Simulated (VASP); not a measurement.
Write the native input for VASP 6.6.1 that does the following.

```
Task                   : single point
Functional             : LDA
Potentials or basis    : VASP PAW LDA potentials, release 64 (C_h)
Cutoff                 : 1300 eV
k mesh                 : 12 × 12 × 6
Occupations            : gaussian, width 0.01 eV
Spin                   : no spin polarisation
Dipole correction      : no
Further INCAR settings : ALGO = Normal; EDIFF = 1e-06; NBANDS = 16
```

The structure of C lies in POSCAR:

```
C
1.0
    2.5031953547      0.0000000000      0.0000000000
   -1.2515976774      2.1678307678      0.0000000000
    0.0000000000      0.0000000000      4.1688692743
C
4
Direct
    0.3333333333      0.6666666667      0.0002313159
    0.6666666667      0.3333333333      0.5002313159
    0.3333333333      0.6666666667      0.3747686841
    0.6666666667      0.3333333333      0.8747686841
```

These files were run (other wordings do the same):

INCAR

```
  PREC = Accurate
  ENCUT = 1300
  EDIFF = 1E-6
  ISMEAR = 0
  SIGMA = 0.01
  LREAL = False
  LASPH = True
  NELM = 120
  ALGO = Normal
  ISIF = 2
  LWAVE = False
  LCHARG = True
  GGA = CA
  LELF = True
  LVHAR = True
  NBANDS = 16
  GGA_COMPAT = False
```

KPOINTS

```
regular mesh
0
Gamma
  12 12 6
```

Potentials or basis: VASP PAW LDA potentials, release 64 (C_h).

Launch:

```bash
$ cat potpaw_LDA.64/C_h/POTCAR > POTCAR
$ mpirun -np 1 vasp_std > vasp.out
```

It gave:

```
Pressure               : -9.8 GPa
Band gap on the k mesh : 3.11 eV (least direct gap 4.94 eV)
```

Caveat: the cell stands under tension.

Wall time 100 s on 1 thread of Intel(R) Xeon(R) Platinum 8259CL CPU @ 2.50GHz (Skylake/Cascade Lake) (shared host), peak memory 0.21 GiB.
